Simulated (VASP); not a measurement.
AlN:

```xyz
2
Lattice="0.0000 1.9690 1.9690 1.9690 0.0000 1.9690 1.9690 1.9690 0.0000" Properties=species:S:1:pos:R:3 pbc="T T T"
Al    0.0000    0.0000    0.0000
N     1.9690    1.9690    1.9690
```

```yaml
Program: VASP 6.6.1
Task: relaxation of cell and atoms
Functional: PBE
Potentials_or_basis: VASP PAW PBE potentials, release 64 (Al, N)
Cutoff: 600 eV
k_mesh: 8 × 8 × 8
Occupations: gaussian, width 0.1 eV
Spin: no spin polarisation
```

At the start: pressure 30.0 GPa; volume 7.63 Å³/atom.

Q: How do energy, volume and symmetry change on relaxing?

A: Over 3 steps the energy falls by 67.7 meV/atom and the volume is 8.43 Å³/atom (+10.5 %); space group Fm-3m (No. 225, to 0.1 Å) before and after.

The path:
```csv
step,energy change (eV),largest force (eV/Å),pressure (GPa),volume (Å³)
1,0.0000,0.0000,29.98,15.27
2,-0.0073,0.0000,-20.86,18.65
3,-0.1354,0.0000,-0.40,16.87
```

Final structure:
```cif
data_structure
_symmetry_space_group_name_H-M 'P 1'
_symmetry_Int_Tables_number 1
_cell_length_a 2.8786
_cell_length_b 2.8786
_cell_length_c 2.8786
_cell_angle_alpha 60.000
_cell_angle_beta 60.000
_cell_angle_gamma 60.000
_cell_volume 16.87
loop_
_atom_site_label
_atom_site_type_symbol
_atom_site_fract_x
_atom_site_fract_y
_atom_site_fract_z
_atom_site_occupancy
Al1 Al 0.00000 0.00000 0.00000 1
N1 N 0.50000 0.50000 0.50000 1
```
